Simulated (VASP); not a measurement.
I: single point with PBEsol

The system is I.

```xyz
1
Lattice="0.0000 2.3967 3.9613 2.2211 0.0000 3.9613 2.2211 2.3967 0.0000" Properties=species:S:1:pos:R:3 pbc="T T T"
I     0.0000    0.0000    0.0000
```

- Program: VASP 6.6.1
- Task: single point
- Functional: PBEsol
- Potentials or basis: VASP PAW PBE potentials, release 64 (I)
- Cutoff: 520 eV
- k mesh: 9 × 9 × 9
- Occupations: fermi-dirac, width 0.05 eV
- Spin: non-collinear spin, zero start, spin-orbit coupling
- Starting moments: [[0.0, 0.0, 0.0]] μB

- Pressure: -1.7 GPa
- Net moment: 0.00 μB per cell
- Valence electrons inside the program's atomic spheres: I 4.16

Stress tensor (GPa, compression positive):
```
-2.28  0.00  0.00
 0.00 -2.43  0.00
 0.00  0.00 -0.49
```

Moments on the atoms (μB; x, y, z):
```
I   0.00 0.00 0.00
```

It took 5.2 min on 1 thread of Intel Xeon 8259CL, with other jobs on the host, peak memory 0.34 GiB.

Caveat: the PAW data sets were made with another functional, which shifts forces and pressure a little.
